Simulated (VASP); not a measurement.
SiNi:

```
Si Ni
1.0
     5.15409    0.00000    0.00000
     0.00000    3.37549    0.00000
     0.00000    0.00000    5.61971
Si Ni
4 4
Direct
  0.32125 0.75000 0.08408
  0.17875 0.25000 0.58408
  0.82125 0.75000 0.41592
  0.67875 0.25000 0.91592
  0.00822 0.25000 0.18849
  0.49178 0.75000 0.68849
  0.50822 0.25000 0.31151
  0.99178 0.75000 0.81151
```

```yaml
Program: VASP 6.6.1
Task: relaxation of cell and atoms
Functional: LDA
Potentials_or_basis: VASP PAW LDA potentials, release 64 (Si, Ni)
Cutoff: 600 eV
k_mesh: 8 × 10 × 6
Occupations: gaussian, width 0.1 eV
Spin: no spin polarisation
```

At the start: pressure -10.3 GPa; volume 12.22 Å³/atom.

Problem. How do energy, volume and symmetry change on relaxing?

Solution. Over 18 steps the energy falls by 23.4 meV/atom and the volume is 11.54 Å³/atom (-5.6 %); space group Pnma (No. 62, to 0.1 Å) before and after.

The path:
| step | energy change (eV) | largest force (eV/Å) | pressure (GPa) | volume (Å³) |
| --- | --- | --- | --- | --- |
| 1 | 0.0000 | 0.1585 | -10.27 | 97.77 |
| 2 | 0.0357 | 0.2885 | 13.95 | 87.10 |
| 3 | -0.1834 | 0.0837 | -0.13 | 92.44 |
| 4 | -0.1834 | 0.0872 | 0.10 | 92.34 |
| 5 | -0.1854 | 0.0480 | 0.03 | 92.30 |
| 6 | -0.1860 | 0.0466 | 0.04 | 92.26 |
| 7 | -0.1860 | 0.0438 | 0.12 | 92.26 |
| 8 | -0.1866 | 0.0217 | -0.20 | 92.37 |
| 9 | -0.1867 | 0.0133 | -0.20 | 92.41 |
| 10 | -0.1871 | 0.0136 | 0.09 | 92.24 |
| 11 | -0.1871 | 0.0154 | 0.11 | 92.22 |
| 12 | -0.1871 | 0.0198 | 0.18 | 92.16 |
| 13 | -0.1871 | 0.0176 | 0.25 | 92.19 |
| 14 | -0.1871 | 0.0164 | 0.20 | 92.20 |
| 15 | -0.1873 | 0.0111 | 0.09 | 92.25 |
| 16 | -0.1873 | 0.0115 | -0.03 | 92.26 |
| 17 | -0.1873 | 0.0112 | 0.05 | 92.26 |
| 18 | -0.1873 | 0.0041 | -0.01 | 92.30 |

Final structure:
```
Si Ni
1.0
     5.05069    0.00000    0.00000
     0.00000    3.33108    0.00000
     0.00000    0.00000    5.48601
Si Ni
4 4
Direct
  0.32033 0.75000 0.08655
  0.17967 0.25000 0.58655
  0.82033 0.75000 0.41345
  0.67967 0.25000 0.91345
  0.00941 0.25000 0.18779
  0.49059 0.75000 0.68779
  0.50941 0.25000 0.31221
  0.99059 0.75000 0.81221
```
